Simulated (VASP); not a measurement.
Al2Pt: single point with PBE

Al2Pt:

```xyz
9
Lattice="2.9732 -2.9732 0.0000 2.9732 0.0000 -2.9732 6.3794 6.3794 6.3794" Properties=species:S:1:pos:R:3 pbc="T T T"
Al    6.4420    0.4956    0.4956
Al    3.4688   -2.4776    0.4956
Al    6.4420    3.4688    3.4688
Al    9.4152    3.4688    3.4688
Al    9.4152    0.4956    0.4956
Al    3.4688    0.4956    0.4956
Pt    4.9554    4.9554    4.9554
Pt    4.9554    1.9822    1.9822
Pt    4.9554   -0.9910   -0.9910
```

| Property | Result |
| --- | --- |
| Program | VASP 6.6.1 |
| Task | single point |
| Functional | PBE |
| Potentials or basis | VASP PAW PBE potentials, release 64 (Al, Pt) |
| Cutoff | 520 eV |
| k mesh | 13 × 13 × 5 |
| Occupations | gaussian, width 0.15 eV |
| Spin | no spin polarisation |
| Dipole correction | no |
| Further INCAR settings | ALGO = Fast; EDIFF = 1e-06; NBANDS = 34 |

```json
{
  "Pressure": "-3.6 GPa",
  "Largest force": "0.549 eV/Å",
  "Band gap on the k mesh": "zero (band 24 reaches 9.69 eV, above the bottom of band 25 at 6.10 eV)"
}
```

Forces on the atoms (eV/Å):
```
Al  -0.120 -0.120 -0.120
Al  -0.297 -0.297 -0.297
Al   0.073  0.073  0.073
Al   0.297  0.297  0.297
Al   0.120  0.120  0.120
Al  -0.073 -0.073 -0.073
Pt   0.317  0.317  0.317
Pt   0.000  0.000  0.000
Pt  -0.317 -0.317 -0.317
```

Stress tensor (GPa, compression positive):
```
-3.56 -1.57 -1.57
-1.57 -3.56 -1.57
-1.57 -1.57 -3.56
```

Levels at points of the mesh, in eV from the Fermi level:
```tsv
k point	band 22	band 23	band 24	band 25	band 26	band 27
(0.00, 0.00, 0.00)	1.59	1.92	2.27	2.27	3.47	3.78
```

It took 4.1 min on 1 thread of Intel(R) Xeon(R) 6975P-C (Granite Rapids) (shared host), peak memory 0.55 GiB.

Caveat: spin-orbit coupling is left out, which moves the levels of the heavy elements.
